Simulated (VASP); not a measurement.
**Li: single point with PBEsol**

The system is Li.

```xyz
2
Lattice="3.1110 0.0311 0.0311 -1.5286 2.6787 0.0114 0.0509 0.0509 5.0930" Properties=species:S:1:pos:R:3 pbc="T T T"
Li    0.0307    1.8089    1.2912
Li    1.6027    0.9518    3.8443
```

This cell differs from its parent crystal: equal xy, yz and zx shear strains of +2 %.

| Item | Value |
| --- | --- |
| Program | VASP 6.6.1 |
| Task | single point |
| Functional | PBEsol |
| Potentials or basis | VASP PAW PBE potentials, release 64 (Li_sv) |
| Cutoff | 520 eV |
| k mesh | 15 × 15 × 8 |
| Occupations | fermi-dirac, width 0.03 eV |
| Spin | no spin polarisation |

```
Largest force          : 0.004 eV/Å
Band gap on the k mesh : zero (bands 3 and 4 overlap by 4.44 eV)
```

Forces on the atoms (eV/Å):
```
Li  -0.004  0.000  0.001
Li   0.004  0.000 -0.001
```

Levels at points of the mesh, in eV from the Fermi level:
| k point | band 1 | band 2 | band 3 | band 4 | band 5 | band 6 | band 7 |
| --- | --- | --- | --- | --- | --- | --- | --- |
| (0.00, 0.00, 0.00) | -46.00 | -45.99 | -3.49 | -0.01 | 2.75 | 11.91 | 12.20 |
| (0.00, 0.00, 0.50) | -46.00 | -46.00 | -2.40 | -2.40 | 7.66 | 7.66 | 12.67 |

Wall time 65 s on 1 thread of Intel(R) Xeon(R) 6975P-C (Granite Rapids), with other jobs on the host, peak memory 0.37 GiB.

Caveat: the cell differs from its parent crystal (equal xy, yz and zx shear strains of +2 %); the PAW data sets were made with another functional, which shifts forces and pressure a little.
